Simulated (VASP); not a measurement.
Runs of VASP 6.6.1 on Sc. The structure is that of space group Fm-3m (No. 225), or close to it. The cells are those of the table. 

```tsv
task	cell	gap on the mesh (eV)	pressure (GPa)
electric field gradients	a = 3.200 Å, angles 60.0°, 1 atom	none	1.0
single point	a = 3.195 Å, angles 60.7°, 1 atom	none	0.5
electric field gradients	a = 3.253 Å, angles 60.0°, 1 atom	none	(b)
electric field gradients	a = 3.189 Å, angles 60.0°, 1 atom	none	1.6
electric field gradients	a = 3.195, b = 3.195, c = 3.211 Å, angles 59.8, 59.8, 60.3°, 1 atom	none	1.0
electric field gradients	a = 3.274 Å, angles 60.0°, 1 atom	none	(a)
electric field gradients	a = 3.222 Å, angles 60.0°, 1 atom	none	-0.1
```

Alike in all rows: level PBEsol; potentials or basis VASP PAW PBE potentials, release 64 (Sc_sv); no spin polarisation; k mesh 12 × 12 × 12; cutoff (eV) 520; smearing fermi-dirac 0.03 eV.

**Question.** Fill in the values left out.

**Answer.** (a) -2.5; (b) -1.6.

Caveats: the PAW data sets were made with another functional, which shifts forces and pressure a little.

A gap of «none» marks levels without a gap at the run's occupations.
